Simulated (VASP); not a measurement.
# NiO in VASP: further runs

Runs on NiO. Level: PBE. Tasks: single point.

Everything below comes from runs of VASP 6.6.1. Logs are shortened: lines on timing, memory, paths and dates and some standing lists are left out, and cuts for length are marked.

**The experiment to reproduce.**

From “Local correlations, non-local screening, multiplets, and band formation in NiO”, 2012, arxiv:1210.6675, for a bulk crystal of NiO: band gap 4.3 eV.

The results are compared with them further down.

## (1) The cell of the first run

The structure is cubic, space group Fm-3m (No. 225). The conventional cell has a = 4.223 Å, b = 4.223 Å, c = 4.223 Å, α = 90.00°, β = 90.00°, γ = 90.00°. Within 2.8 Å of Ni (site symmetry m-3m) lie 6 O at 2.11 Å. Within 2.8 Å of O (site symmetry m-3m) lie 6 Ni at 2.11 Å.

## (2) Single point, PBE, collinear spin, ferromagnetic start

INCAR reads:

```
SYSTEM = NiO
PREC = Accurate
ENCUT = 520
EDIFF = 1E-6
ISMEAR = 0
SIGMA = 0.05
LREAL = .FALSE.
LASPH = .TRUE.
NELM = 150
ALGO = Normal
ISIF = 2
LWAVE = .FALSE.
LCHARG = .TRUE.
ISPIN = 2
MAGMOM = 1.54 0
LORBIT = 11
LMAXMIX = 4
GGA = PE
LELF = .TRUE.
LVHAR = .TRUE.
NBANDS = 19
```

KPOINTS reads:

```
regular mesh
0
G
  14 14 14
  0 0 0
```

POSCAR reads:

```
NiO
1.0
    0.0000000000      2.1115830002      2.1115830002
    2.1115830002      0.0000000000      2.1115830002
    2.1115830002      2.1115830002      0.0000000000
Ni O
1 1
Direct
    0.0000000000      0.0000000000      0.0000000000
    0.5000000000      0.5000000000      0.5000000000
```

Potentials or basis: VASP PAW PBE potentials, release 64 (Ni, O).

Started as:

```
> cat potpaw_PBE.64/Ni/POTCAR potpaw_PBE.64/O/POTCAR > POTCAR
> mpirun -np 1 vasp_std > vasp.out
```

OUTCAR:

```text
SYSTEM = NiO
   PREC = Accurate
   ENCUT = 520
   EDIFF = 1E-6
   ISMEAR = 0
   LREAL = .FALSE.
   LASPH = .TRUE.
   NELM = 150
   ISIF = 2
   ISPIN = 2
   LORBIT = 11
   GGA = PE

 ion  position               nearest neighbor table
   1  0.000  0.000  0.000-   2 2.11   2 2.11   2 2.11   2 2.11   2 2.11   2 2.11
   2  0.500  0.500  0.500-   1 2.11   1 2.11   1 2.11   1 2.11   1 2.11   1 2.11

  LATTYP: Found a face centered cubic cell.
 ALAT       =     4.2231660004

  Lattice vectors:

 A1 = (   0.0000000000,   2.1115830002,   2.1115830002)
 A2 = (   2.1115830002,   0.0000000000,   2.1115830002)
 A3 = (   2.1115830002,   2.1115830002,   0.0000000000)

Analysis of symmetry for initial positions (statically):
=====================================================================
 Subroutine PRICEL returns:
 Original cell was already a primitive cell.

 Routine SETGRP: Setting up the symmetry group for a
 face centered cubic supercell.

 Subroutine GETGRP returns: Found 48 space group operations
 (whereof 48 operations were pure point group operations)
 out of a pool of 48 trial point group operations.

The static configuration has the point symmetry O_h .

Analysis of symmetry for dynamics (positions and initial velocities):
=====================================================================
 Subroutine PRICEL returns:
 Original cell was already a primitive cell.

 Routine SETGRP: Setting up the symmetry group for a
 face centered cubic supercell.

 Subroutine GETGRP returns: Found 48 space group operations
 (whereof 48 operations were pure point group operations)
 out of a pool of 48 trial point group operations.

The dynamic configuration has the point symmetry O_h .

Analysis of structural, dynamic, and magnetic symmetry:
=====================================================================
 Subroutine PRICEL returns:
 Original cell was already a primitive cell.

 Routine SETGRP: Setting up the symmetry group for a
 face centered cubic supercell.

 Subroutine GETGRP returns: Found 48 space group operations
 (whereof 48 operations were pure point group operations)
 out of a pool of 48 trial point group operations.

The overall configuration has the point symmetry O_h .

 Subroutine INISYM returns: Found 48 space group operations
 (whereof 48 operations are pure point group operations),
 and found     1 'primitive' translations

----------------------------------------------------------------------------------------

                                     Primitive cell

  volume of cell :      18.8302

  direct lattice vectors                    reciprocal lattice vectors
     0.000000000  2.111583000  2.111583000    -0.236789177  0.236789177  0.236789177
     2.111583000  0.000000000  2.111583000     0.236789177 -0.236789177  0.236789177
     2.111583000  2.111583000  0.000000000     0.236789177  0.236789177 -0.236789177

  length of vectors
     2.986229317  2.986229317  2.986229317     0.410130885  0.410130885  0.410130885

  position of ions in fractional coordinates (direct lattice)
     0.000000000  0.000000000  0.000000000
     0.500000000  0.500000000  0.500000000

  ion indices of the primitive-cell ions
   primitive index   ion index
                 1           1
                 2           2

----------------------------------------------------------------------------------------

 KPOINTS: regular mesh

Automatic generation of k-mesh.
 Grid dimensions read from file:
 generate k-points for:   14   14   14

 Generating k-lattice:

  Cartesian coordinates                     Fractional coordinates (reciprocal lattice)
    -0.016913513  0.016913513  0.016913513     0.071428571  0.000000000  0.000000000
     0.016913513 -0.016913513  0.016913513     0.000000000  0.071428571  0.000000000
     0.016913513  0.016913513 -0.016913513     0.000000000  0.000000000  0.071428571

  Length of vectors
     0.029295063  0.029295063  0.029295063

  Shift w.r.t. Gamma in fractional coordinates (k-lattice)
     0.000000000  0.000000000  0.000000000

 Subroutine IBZKPT returns following result:
 ===========================================

 Found    104 irreducible k-points:

 Following reciprocal coordinates:
            Coordinates               Weight
  0.000000  0.000000  0.000000      1.000000
  0.071429  0.000000  0.000000      8.000000
  0.142857  0.000000  0.000000      8.000000
  0.214286  0.000000  0.000000      8.000000
  0.285714  0.000000  0.000000      8.000000
  0.357143  0.000000  0.000000      8.000000
[... 16 lines left out ...]
  0.214286  0.142857  0.000000     24.000000
  0.285714  0.142857  0.000000     24.000000
 [... further k-points ...]
   k-points           NKPTS =    104   k-points in BZ     NKDIM =    104   number of bands    NBANDS=     19
   number of dos      NEDOS =    301   number of ions     NIONS =      2
   total plane-waves  NPLWV =  13824
   dimension x,y,z NGX =    24 NGY =   24 NGZ =   24
   dimension x,y,z NGXF=    48 NGYF=   48 NGZF=   48
   ions per type =               1   1
   NGX,Y,Z   is equivalent  to a cutoff of  13.36, 13.36, 13.36 a.u.
   NGXF,Y,Z  is equivalent  to a cutoff of  26.72, 26.72, 26.72 a.u.
 SYSTEM =  NiO
   PREC   = accura    normal or accurate (medium, high low for compatibility)
   ISTART =      0    job   : 0-new  1-cont  2-samecut
   ICHARG =      2    charge: 1-file 2-atom 10-const
   ISPIN  =      2    spin polarized calculation?
   LNONCOLLINEAR =      F non collinear calculations
   LSORBIT =      F    spin-orbit coupling
   LASPH  =      T    aspherical Exc in radial PAW
   ENCUT  =  520.0 eV  38.22 Ry    6.18 a.u.   5.55  5.55  5.55*2*pi/ulx,y,z
   NELM   =    150;   NELMIN=  2; NELMDL= -5     # of ELM steps
   EDIFF  = 0.1E-05   stopping-criterion for ELM
   LREAL  =      F    real-space projection
   EDIFFG = 0.1E-04   stopping-criterion for IOM
   NSW    =      0    number of steps for IOM
   IBRION =     -1    ionic relax: 0-MD 1-quasi-New 2-CG
   NFREE  =      0    steps in history (QN), initial steepest desc. (CG)
   ISIF   =      2    stress and relaxation
   ISYM   =      2    0-nonsym 1-usesym 2-fastsym
   POTIM  = 0.5000    time-step for ionic-motion
   TEBEG  =    0.0;   TEEND  =   0.0 temperature during run
   PSTRESS=    0.0 pullay stress
   NELECT =      16.0000    total number of electrons
   NUPDOWN=      -1.0000    fix difference up-down
   EMIN   =  10.00;   EMAX   =-10.00  energy-range for DOS
   EFERMI =   0.00;   METHOD = LEGACY
   ISMEAR =     0;   SIGMA  =   0.05  broadening in eV -4-tet -1-fermi 0-gaus
   EFERMI_NEDOS =   21; number of points for ismear=-14 and -15
   IALGO  =     38    algorithm
   IMIX   =      4    mixing-type and parameters
     AMIX     =   0.40;   BMIX     =  1.00
     AMIX_MAG =   1.60;   BMIX_MAG =  1.00
  volume/ion in A,a.u.               =       9.42        63.54
  Fermi-wavevector in a.u.,A,eV,Ry     =   1.550589  2.930188 32.712840  2.404326
  Thomas-Fermi vector in A             =   2.655231
   LORBIT       =     11    0 simple, 1 ext, 2 COOP (PROOUT), +10 PAW based schemes
   GGA     = PE    functional components
   LHFCALC =     F    Hartree Fock is set to
   AEXX    =    0.0000 exact exchange contribution
   IVDW    =     0    specifies the selected vdW correction
   LEPSILON=     F    determine dielectric tensor
   LRPA    =     F    only Hartree local field effects (RPA)
 spin polarized calculation
 Gauss-broadening in eV      SIGMA  =   0.05
  energy-cutoff  :      520.00
  volume of cell :       18.83
 maximum number of plane-waves:       531
 NGX is ok and might be reduce to    24
   NGX = 11   NGY = 11   NGZ = 11

 number of electron      16.0000015 magnetization       1.7838383

 Free energy of the ion-electron system (eV)
  ---------------------------------------------------
  ext. energy  EPLUGINS =         0.00000000
  ---------------------------------------------------
  free energy    TOTEN  =       -11.47945895 eV

  energy without entropy =      -11.47791193  energy(sigma->0) =      -11.47868544

 E-fermi :   7.4020     XC(G=0): -12.4854

 val. band max:        7.3823026498   @ k =   0.4286   0.3571   0.0000
 cond. band min:       7.4058752628   @ k =   0.5000   0.4286   0.0000
 fundamental gap:      0.0235726130
 Fermi energy:         7.4020304122

 spin component 1

 k-point     1 :       0.0000    0.0000    0.0000
  band No.  band energies     occupation
      1     -12.6355      1.00000
      2       4.3013      1.00000
      3       4.3013      1.00000
      4       4.5644      1.00000
      5       4.5644      1.00000
      6       4.5644      1.00000
[... 11 lines left out ...]
     18      32.9179      0.00000
     19      32.9180      0.00000

 k-point     2 :       0.0714    0.0000    0.0000
  band No.  band energies     occupation
      1     -12.5808      1.00000
      2       3.8022      1.00000
      3       3.8022      1.00000
      4       3.9842      1.00000
      5       4.7769      1.00000
      6       4.7769      1.00000
[... 11 lines left out ...]
     18      33.7681      0.00000
     19      33.7682      0.00000

 k-point     3 :       0.1429    0.0000    0.0000
  band No.  band energies     occupation
      1     -12.4234      1.00000
      2       3.0195      1.00000
      3       3.2233      1.00000
      4       3.2233      1.00000
      5       4.8813      1.00000
      6       4.8813      1.00000
[... 434 lines left out ...]
      1     -12.1941      1.00000
      2       1.7009      1.00000
      3       3.3875      1.00000
      4       3.4226      1.00000
      5       4.6291      1.00000
      6       4.6890      1.00000
[... 11 lines left out ...]
     18      34.9416      0.00000
     19      37.3092      0.00000

 k-point    24 :       0.2857    0.1429    0.0000
  band No.  band energies     occupation
      1     -11.9646      1.00000
      2       1.1785      1.00000
      3       2.7205      1.00000
      4       2.9121      1.00000
      5       4.7967      1.00000
      6       4.9728      1.00000
[... 11 lines left out ...]
     18      36.8337      0.00000
     19      37.5994      0.00000

 [... further k-points ...]

 spin component 2

 k-point     1 :       0.0000    0.0000    0.0000
  band No.  band energies     occupation
      1     -12.1856      1.00000
      2       5.0813      1.00000
      3       5.0813      1.00000
      4       5.0813      1.00000
      5       5.6467      1.00000
      6       5.6469      1.00000
[... 11 lines left out ...]
     18      33.5177      0.00000
     19      33.5179      0.00000

 k-point     2 :       0.0714    0.0000    0.0000
  band No.  band energies     occupation
      1     -12.1292      1.00000
      2       4.5240      1.00000
      3       4.8193      1.00000
      4       4.8194      1.00000
      5       5.7328      1.00000
      6       5.7330      1.00000
[... 11 lines left out ...]
     18      34.3579      0.00000
     19      34.3581      0.00000

 k-point     3 :       0.1429    0.0000    0.0000
  band No.  band energies     occupation
      1     -11.9668      1.00000
      2       3.5168      1.00000
      3       4.3349      1.00000
      4       4.3350      1.00000
      5       5.8680      1.00000
      6       5.8682      1.00000
[... 434 lines left out ...]
      1     -11.7282      1.00000
      2       2.5161      1.00000
      3       4.0584      1.00000
      4       4.1546      1.00000
      5       5.4976      1.00000
      6       6.4098      1.00000
[... 11 lines left out ...]
     18      35.4536      0.00000
     19      37.9425      0.00000

 k-point    24 :       0.2857    0.1429    0.0000
  band No.  band energies     occupation
      1     -11.4892      1.00000
      2       1.8346      1.00000
      3       3.5503      1.00000
      4       3.8024      1.00000
      5       5.6515      1.00000
      6       6.4468      1.00000
[... 11 lines left out ...]
     18      37.3223      0.00000
     19      38.1314      0.00000

 [... further k-points ...]

------------------------ aborting loop because EDIFF is reached ----------------------------------------

  FORCE on cell =-STRESS in cart. coord.  units (eV):
  Direction    XX          YY          ZZ          XY          YZ          ZX
  --------------------------------------------------------------------------------------
  -------------------------------------------------------------------------------------
  Total       -0.1622278     -0.1622278     -0.1622278     -0.0000000      0.0000000     -0.0000000
  in kB      -13.8032532    -13.8032532    -13.8032532     -0.0000000      0.0000000     -0.0000000
  external PRESSURE =     -13.8032532 kB  Pullay stress =       0.0000000 kB

 VOLUME and BASIS-vectors are now :
 -----------------------------------------------------------------------------
  energy-cutoff  :      520.00
  volume of cell :       18.83
      direct lattice vectors                 reciprocal lattice vectors
     0.000000000  2.111583000  2.111583000    -0.236789177  0.236789177  0.236789177
     2.111583000  0.000000000  2.111583000     0.236789177 -0.236789177  0.236789177
     2.111583000  2.111583000  0.000000000     0.236789177  0.236789177 -0.236789177

 POSITION                                       TOTAL-FORCE (eV/Angst)
 -----------------------------------------------------------------------------------
      0.00000      0.00000      0.00000         0.000000      0.000000      0.000000
      2.11158      2.11158      2.11158        -0.000000      0.000000     -0.000000
 -----------------------------------------------------------------------------------
    total drift:                                0.000000     -0.000000     -0.000000

  FREE ENERGIE OF THE ION-ELECTRON SYSTEM (eV)
  ---------------------------------------------------
  free  energy   TOTEN  =       -11.4794589482 eV

  energy  without entropy=      -11.4779119325  energy(sigma->0) =      -11.47868544

 total charge

# of ion       s       p       d       tot
------------------------------------------
    1        0.322   0.380   8.223   8.925
    2        1.556   3.408   0.000   4.964
--------------------------------------------------
tot          1.878   3.788   8.223  13.889

 magnetization (x)

# of ion       s       p       d       tot
------------------------------------------
    1        0.011   0.014   1.439   1.465
    2        0.027   0.247   0.000   0.274
--------------------------------------------------
tot          0.038   0.261   1.439   1.739
```

Run time: 30 s. Hardware: 1 thread of Intel Xeon 6975P-C (Granite Rapids), shared host; peak memory 0.18 GiB.

Results:

```
Free energy                                           : -11.4795 eV
Pressure                                              : -1.4 GPa
Net moment                                            : 1.78 μB per cell
Site moments                                          : Ni +1.47; O +0.27 μB
Valence electrons inside the program's atomic spheres : Ni 8.93; O 4.96
```

Caveat: a cell with one magnetic atom can't hold antiferromagnetic order, which such compounds often take; semilocal functionals often make such compounds metallic where correlation or magnetic order opens a gap, which also shifts bond lengths.

[end of part 1 of 2]
